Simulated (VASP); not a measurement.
# Ru (P6_3/mmc) in VASP: settings compared

The runs below take Ru through single point, with r2SCAN+D3(BJ), r2SCAN+D4, r2SCAN+rVV10.

All numbers are computed with VASP 6.6.1; they aren't measurements. Logs are shortened: lines on timing, memory, paths and dates and some standing lists are left out, and cuts for length are marked.

**1. The cell of the first run**

It takes space group P6_3/mmc (No. 194, hexagonal). Conventional cell: a = 2.692 Å, b = 2.692 Å, c = 4.255 Å, α = 90.00°, β = 90.00°, γ = 120.00°. Within 3.5 Å of Ru (site symmetry -6m2) lie 12 Ru at 2.63 to 2.69 Å.

**2. Single point, r2SCAN+D3(BJ)**

Contents of POSCAR:

```
Ru
1.0
    2.6922679191      0.0000000000      0.0000000000
   -1.3461339596      2.3315724118      0.0000000000
    0.0000000000      0.0000000000      4.2546846818
Ru
2
Direct
    0.6666666667      0.3333333333      0.7500000000
    0.3333333333      0.6666666667      0.2500000000
```

Contents of INCAR.step1:

```
PREC = Accurate ; ENCUT = 520
ISMEAR = -1 ; SIGMA = 0.05
LREAL = False ; LASPH = True
NELM = 100 ; NBANDS = 21
GGA = PE ; ALGO = Normal
EDIFF = 1E-4 ; LWAVE = True
LCHARG = False
```

Contents of INCAR.step2:

```
PREC = Accurate ; ENCUT = 520
EDIFF = 1E-7 ; ISMEAR = -1
SIGMA = 0.05 ; LREAL = False
LASPH = True ; NELM = 100
ALGO = Normal ; ISIF = 2
LWAVE = False ; LCHARG = False
METAGGA = R2SCAN ; LMIXTAU = True
IVDW = 12 ; VDW_S6 = 1.0
VDW_S8 = 0.78981345 ; VDW_A1 = 0.49484001
VDW_A2 = 5.73083694 ; NBANDS = 21
ISTART = 1
```

Contents of KPOINTS:

```
regular mesh
0
Gamma
  11 11 6
```

Potentials or basis: VASP PAW PBE potentials, release 64 (Ru_pv).

Run with:

```sh
$ cat potpaw_PBE.64/Ru_pv/POTCAR > POTCAR
$ cp INCAR.step1 INCAR
$ mpirun -np 1 vasp_std > vasp.out
$ cp INCAR.step2 INCAR
$ mpirun -np 1 vasp_std > vasp.out
```

OUTCAR:

```text
PREC = Accurate
   ENCUT = 520
   EDIFF = 1E-7
   ISMEAR = -1
   LREAL = False
   LASPH = True
   NELM = 100
   ISIF = 2
   METAGGA = R2SCAN
   IVDW = 12
   ISTART = 1
 IVDW          = 12

 ion  position               nearest neighbor table
   1  0.667  0.333  0.750-   2 2.63   2 2.63   2 2.63   2 2.63   2 2.63   2 2.63
   2  0.333  0.667  0.250-   1 2.63   1 2.63   1 2.63   1 2.63   1 2.63   1 2.63

  LATTYP: Found a hexagonal cell.
 ALAT       =     2.6922679191
 C/A-ratio  =     1.5803347994

  Lattice vectors:

 A1 = (   2.6922679191,   0.0000000000,   0.0000000000)
 A2 = (  -1.3461339596,   2.3315724118,   0.0000000000)
 A3 = (   0.0000000000,   0.0000000000,   4.2546846818)

Analysis of symmetry for initial positions (statically):
=====================================================================
 Subroutine PRICEL returns:
 Original cell was already a primitive cell.

 Routine SETGRP: Setting up the symmetry group for a
 hexagonal supercell.

 Subroutine GETGRP returns: Found 24 space group operations
 (whereof 12 operations were pure point group operations)
 out of a pool of 24 trial point group operations.

The static configuration has the point symmetry D_3d.
 The point group associated with its full space group is D_6h.

Analysis of symmetry for dynamics (positions and initial velocities):
=====================================================================
 Subroutine PRICEL returns:
 Original cell was already a primitive cell.

 Routine SETGRP: Setting up the symmetry group for a
 hexagonal supercell.

 Subroutine GETGRP returns: Found 24 space group operations
 (whereof 12 operations were pure point group operations)
 out of a pool of 24 trial point group operations.

The dynamic configuration has the point symmetry D_3d.
 The point group associated with its full space group is D_6h.

 Subroutine INISYM returns: Found 24 space group operations
 (whereof 12 operations are pure point group operations),
 and found     1 'primitive' translations

----------------------------------------------------------------------------------------

                                     Primitive cell

  volume of cell :      26.7076

  direct lattice vectors                    reciprocal lattice vectors
     2.692267919  0.000000000  0.000000000     0.371434059  0.214447554  0.000000000
    -1.346133960  2.331572412  0.000000000     0.000000000  0.428895107  0.000000000
     0.000000000  0.000000000  4.254684682     0.000000000  0.000000000  0.235035044

  length of vectors
     2.692267919  2.692267919  4.254684682     0.428895107  0.428895107  0.235035044

  position of ions in fractional coordinates (direct lattice)
     0.666666667  0.333333333  0.750000000
     0.333333333  0.666666667  0.250000000

  ion indices of the primitive-cell ions
   primitive index   ion index
                 1           1
                 2           2

----------------------------------------------------------------------------------------

 KPOINTS: regular mesh

Automatic generation of k-mesh.
 Grid dimensions read from file:
 generate k-points for:   11   11    6

 Generating k-lattice:

  Cartesian coordinates                     Fractional coordinates (reciprocal lattice)
     0.033766733  0.019495232  0.000000000     0.090909091  0.000000000  0.000000000
     0.000000000  0.038990464  0.000000000     0.000000000  0.090909091  0.000000000
     0.000000000  0.000000000  0.039172507     0.000000000  0.000000000  0.166666667

  Length of vectors
     0.038990464  0.038990464  0.039172507

  Shift w.r.t. Gamma in fractional coordinates (k-lattice)
     0.000000000  0.000000000  0.000000000

 Subroutine IBZKPT returns following result:
 ===========================================

 Found     64 irreducible k-points:

 Following reciprocal coordinates:
            Coordinates               Weight
  0.000000  0.000000  0.000000      1.000000
  0.090909  0.000000  0.000000      6.000000
  0.181818  0.000000  0.000000      6.000000
  0.272727  0.000000  0.000000      6.000000
  0.363636  0.000000  0.000000      6.000000
  0.454545  0.000000  0.000000      6.000000
[... 16 lines left out ...]
  0.090909  0.090909  0.166667     12.000000
  0.181818  0.090909  0.166667     24.000000
 [... further k-points ...]
   k-points           NKPTS =     64   k-points in BZ     NKDIM =     64   number of bands    NBANDS=     21
   number of dos      NEDOS =    301   number of ions     NIONS =      2
   total plane-waves  NPLWV =  12800
   dimension x,y,z NGX =    20 NGY =   20 NGZ =   32
   dimension x,y,z NGXF=    40 NGYF=   40 NGZF=   64
   ions per type =               2
   NGX,Y,Z   is equivalent  to a cutoff of  12.35, 12.35, 12.50 a.u.
   NGXF,Y,Z  is equivalent  to a cutoff of  24.70, 24.70, 25.01 a.u.
 SYSTEM =  unknown system
   PREC   = accura    normal or accurate (medium, high low for compatibility)
   ISTART =      1    job   : 0-new  1-cont  2-samecut
   ICHARG =      0    charge: 1-file 2-atom 10-const
   ISPIN  =      1    spin polarized calculation?
   LNONCOLLINEAR =      F non collinear calculations
   LSORBIT =      F    spin-orbit coupling
   LASPH  =      T    aspherical Exc in radial PAW
   ENCUT  =  520.0 eV  38.22 Ry    6.18 a.u.   5.01  5.01  7.91*2*pi/ulx,y,z
   NELM   =    100;   NELMIN=  2; NELMDL=  0     # of ELM steps
   EDIFF  = 0.1E-06   stopping-criterion for ELM
   LREAL  =      F    real-space projection
   EDIFFG = 0.1E-05   stopping-criterion for IOM
   NSW    =      0    number of steps for IOM
   IBRION =     -1    ionic relax: 0-MD 1-quasi-New 2-CG
   NFREE  =      0    steps in history (QN), initial steepest desc. (CG)
   ISIF   =      2    stress and relaxation
   ISYM   =      2    0-nonsym 1-usesym 2-fastsym
   POTIM  = 0.5000    time-step for ionic-motion
   TEBEG  =    0.0;   TEEND  =   0.0 temperature during run
   PSTRESS=    0.0 pullay stress
   NELECT =      28.0000    total number of electrons
   NUPDOWN=      -1.0000    fix difference up-down
   EMIN   =  10.00;   EMAX   =-10.00  energy-range for DOS
   EFERMI =   0.00;   METHOD = LEGACY
   ISMEAR =    -1;   SIGMA  =   0.05  broadening in eV -4-tet -1-fermi 0-gaus
   EFERMI_NEDOS =   21; number of points for ismear=-14 and -15
   IALGO  =     38    algorithm
   IMIX   =      4    mixing-type and parameters
     AMIX     =   0.40;   BMIX     =  1.00
     AMIX_MAG =   1.60;   BMIX_MAG =  1.00
  volume/ion in A,a.u.               =      13.35        90.12
  Fermi-wavevector in a.u.,A,eV,Ry     =   1.663091  3.142786 37.631964  2.765871
  Thomas-Fermi vector in A             =   2.749868
   LORBIT       =      0    0 simple, 1 ext, 2 COOP (PROOUT), +10 PAW based schemes
   METAGGA = R2SCAN    functional components
   LHFCALC =     F    Hartree Fock is set to
   AEXX    =    0.0000 exact exchange contribution
   IVDW    =    12    specifies the selected vdW correction
   LEPSILON=     F    determine dielectric tensor
   LRPA    =     F    only Hartree local field effects (RPA)
 non-spin polarized calculation
  energy-cutoff  :      520.00
  volume of cell :       26.71
 maximum number of plane-waves:       735
 NGX is ok and might be reduce to    20
   NGX =  9   NGY =  9   NGZ = 15

 number of electron      27.9999999 magnetization

 Free energy of the ion-electron system (eV)
  ---------------------------------------------------
  ext. energy  EPLUGINS =         0.00000000
  ---------------------------------------------------
  free energy    TOTEN  =       -50.84596352 eV

  energy without entropy =      -50.83031998  energy(sigma->0) =      -50.83814175

 E-fermi :  12.9633     XC(G=0): -15.5257

 val. band max:       12.9384085751   @ k =   0.2727   0.0000   0.0000
 cond. band min:      12.9790323969   @ k =   0.3636   0.0909   0.3333
 fundamental gap:      0.0406238218
 Fermi energy:        12.9632535504

 k-point     1 :       0.0000    0.0000    0.0000
  band No.  band energies     occupation
      1     -32.1218      2.00000
      2     -31.0602      2.00000
      3     -31.0602      2.00000
      4     -30.8664      2.00000
      5     -30.8664      2.00000
      6     -30.8167      2.00000
[... 13 lines left out ...]
     20      21.4470      0.00000
     21      24.0981      0.00000

 k-point     2 :       0.0909    0.0000    0.0000
  band No.  band energies     occupation
      1     -32.0899      2.00000
      2     -31.1277      2.00000
      3     -31.0829      2.00000
      4     -30.9369      2.00000
      5     -30.8755      2.00000
      6     -30.8316      2.00000
[... 13 lines left out ...]
     20      21.4470      0.00000
     21      24.0460      0.00000

 k-point     3 :       0.1818    0.0000    0.0000
  band No.  band energies     occupation
      1     -31.9991      2.00000
      2     -31.3091      2.00000
      3     -31.1415      2.00000
      4     -31.1212      2.00000
      5     -30.9019      2.00000
      6     -30.8765      2.00000
[... 13 lines left out ...]
     20      21.4470      0.00000
     21      23.8789      0.00000

 k-point     4 :       0.2727    0.0000    0.0000
  band No.  band energies     occupation
      1     -31.8646      2.00000
      2     -31.5464      2.00000
      3     -31.3526      2.00000
      4     -31.2148      2.00000
      5     -30.9506      2.00000
      6     -30.9391      2.00000
[... 13 lines left out ...]
     20      21.5128      0.00000
     21      23.6498      0.00000

 k-point     5 :       0.3636    0.0000    0.0000
  band No.  band energies     occupation
      1     -31.7638      2.00000
      2     -31.7127      2.00000
      3     -31.5566      2.00000
      4     -31.2795      2.00000
      5     -31.0467      2.00000
      6     -30.9750      2.00000
[... 13 lines left out ...]
     20      23.0083      0.00000
     21      23.7938      0.00000
[... 382 lines left out ...]
     20      21.4471      0.00000
     21      24.8696      0.00000

 k-point    22 :       0.4545    0.0000    0.1667
  band No.  band energies     occupation
      1     -31.9576      2.00000
      2     -31.7488      2.00000
      3     -31.4770      2.00000
      4     -31.2961      2.00000
      5     -31.1046      2.00000
      6     -31.0189      2.00000
[... 13 lines left out ...]
     20      21.4470      0.00000
     21      24.3026      0.00000

 k-point    23 :       0.0909    0.0909    0.1667
  band No.  band energies     occupation
      1     -31.9645      2.00000
      2     -31.2144      2.00000
      3     -31.1643      2.00000
      4     -31.0762      2.00000
      5     -30.9192      2.00000
      6     -30.8915      2.00000
[... 13 lines left out ...]
     20      21.4470      0.00000
     21      25.4208      0.00000

 k-point    24 :       0.1818    0.0909    0.1667
  band No.  band energies     occupation
      1     -31.8852      2.00000
      2     -31.3964      2.00000
      3     -31.3411      2.00000
      4     -31.1644      2.00000
      5     -30.9703      2.00000
      6     -30.9306      2.00000
[... 13 lines left out ...]
     20      21.4470      0.00000
     21      25.5304      0.00000

 [... further k-points ...]

------------------------ aborting loop because EDIFF is reached ----------------------------------------

 Edisp (eV)   -0.59729

 E8    (eV) :    -0.2159

  FORCE on cell =-STRESS in cart. coord.  units (eV):
  Direction    XX          YY          ZZ          XY          YZ          ZX
  --------------------------------------------------------------------------------------
  -------------------------------------------------------------------------------------
  Total       0.26021     0.26021     0.28937    -0.00000    -0.00000    -0.00000
  in kB      15.61014    15.61014    17.35895    -0.00000    -0.00000    -0.00000
  external pressure =       16.19 kB  Pullay stress =        0.00 kB

 VOLUME and BASIS-vectors are now :
 -----------------------------------------------------------------------------
  energy-cutoff  :      520.00
  volume of cell :       26.71
      direct lattice vectors                 reciprocal lattice vectors
     2.692267919  0.000000000  0.000000000     0.371434059  0.214447554  0.000000000
    -1.346133960  2.331572412  0.000000000     0.000000000  0.428895107  0.000000000
     0.000000000  0.000000000  4.254684682     0.000000000  0.000000000  0.235035044

 POSITION                                       TOTAL-FORCE (eV/Angst)
 -----------------------------------------------------------------------------------
      1.34613      0.77719      3.19101        -0.000000      0.000000      0.000000
     -0.00000      1.55438      1.06367         0.000000     -0.000000      0.000000
 -----------------------------------------------------------------------------------
    total drift:                                0.000000     -0.000000      0.000000

  FREE ENERGIE OF THE ION-ELECTRON SYSTEM (eV)
  ---------------------------------------------------
  free  energy   TOTEN  =       -51.4432536164 eV

  energy  without entropy=      -51.4276100801  energy(sigma->0) =      -51.43543185
```

Wall time 67 s (1 thread of Intel Xeon 6975P-C (Granite Rapids), shared host); peak memory 0.17 GiB.

Results:

| Item | Value |
| --- | --- |
| Free energy | -51.4433 eV |
| Pressure | 1.6 GPa |
| Band gap on the k mesh | zero (bands 14 and 15 overlap by 3.29 eV) |
| Dispersion energy per atom | -0.299 eV |

Levels at points of the mesh, in eV from the Fermi level:
```tsv
k point	band 12	band 13	band 14	band 15	band 16	band 17
(0.00, 0.00, 0.00)	-1.97	-1.97	-1.44	-1.44	1.33	1.33
(0.00, 0.00, 0.50)	-2.89	-2.80	-2.80	0.65	0.65	0.65
```

Caveat: an empty level that is flat over the whole mesh can mark a ghost state of the potentials, or a narrow d or f band; the PAW data sets were made with another functional, which shifts forces and pressure a little.

**3. Single point, r2SCAN+D3(BJ)**

This run uses another cell than the first one, of 13.42 Å³/atom.

Contents of POSCAR:

```
Ru
1.0
    2.6972262202      0.0000000000      0.0000000000
   -1.3486131101      2.3358664264      0.0000000000
    0.0000000000      0.0000000000      4.2612663121
Ru
2
Direct
    0.6666666667      0.3333333333      0.7500000000
    0.3333333333      0.6666666667      0.2500000000
```

Contents of INCAR.step1:

```
PREC     = Accurate       # precision mode
ENCUT    = 520            # plane-wave cutoff, eV
ISMEAR   = -1             # smearing method
SIGMA    = 0.05           # smearing width, eV
LREAL    = False          # projectors in reciprocal space
LASPH    = True           # aspherical terms in the spheres
NELM     = 60             # most SCF steps
NBANDS   = 21             # bands
GGA      = PE             # functional
ALGO     = Normal         # electronic algorithm
EDIFF    = 1E-4           # SCF threshold, eV
LWAVE    = True           # write WAVECAR
LCHARG   = False          # write CHGCAR
```

Contents of INCAR.step2:

```
PREC     = Accurate       # precision mode
ENCUT    = 520            # plane-wave cutoff, eV
EDIFF    = 1E-7           # SCF threshold, eV
ISMEAR   = -1             # smearing method
SIGMA    = 0.05           # smearing width, eV
LREAL    = False          # projectors in reciprocal space
LASPH    = True           # aspherical terms in the spheres
NELM     = 60             # most SCF steps
ALGO     = Normal         # electronic algorithm
ISIF     = 2              # what is computed and relaxed
LWAVE    = False          # write WAVECAR
LCHARG   = True           # write CHGCAR
METAGGA  = R2SCAN         # meta-GGA
LMIXTAU  = True         
IVDW     = 12             # dispersion correction
VDW_S6   = 1.0          
VDW_S8   = 0.78981345   
VDW_A1   = 0.49484001   
VDW_A2   = 5.73083694   
LELF     = True           # ELF
LVHAR    = True         
NBANDS   = 21             # bands
ISTART   = 1
```

Contents of KPOINTS:

```
Automatic mesh
0
Gamma
  11 11 6
```

Potentials or basis: VASP PAW PBE potentials, release 64 (Ru_pv).

Run with:

```sh
$ cat potpaw_PBE.64/Ru_pv/POTCAR > POTCAR
$ cp INCAR.step1 INCAR
$ mpirun -np 1 vasp_std > vasp.out
$ cp INCAR.step2 INCAR
$ mpirun -np 1 vasp_std > vasp.out
```

Run time: 66 s. Hardware: 1 thread of Intel Xeon 6975P-C (Granite Rapids), shared host; peak memory 0.16 GiB.

The run converged. Its results:

- Free energy: -51.4439 eV
- Pressure: -0.2 GPa
- Band gap on the k mesh: zero (bands 14 and 15 overlap by 3.27 eV)
- Dispersion energy per atom: -0.297 eV

Stress tensor (GPa, compression positive):
```
-0.27  0.00  0.00
 0.00 -0.27  0.00
 0.00  0.00 -0.09
```

Levels at points of the mesh, in eV from the Fermi level:
| k point | band 11 | band 12 | band 13 | band 14 | band 15 | band 16 | band 17 | band 18 |
| --- | --- | --- | --- | --- | --- | --- | --- | --- |
| (0.00, 0.00, 0.00) | -2.47 | -1.96 | -1.96 | -1.43 | -1.43 | 1.32 | 1.32 | 1.46 |
| (0.00, 0.00, 0.50) | -2.86 | -2.86 | -2.78 | -2.78 | 0.64 | 0.64 | 0.64 | 0.64 |

Caveat: three body term missing; an empty level that is flat over the whole mesh can mark a ghost state of the potentials, or a narrow d or f band; the PAW data sets were made with another functional, which shifts forces and pressure a little.

[end of part 1 of 2]
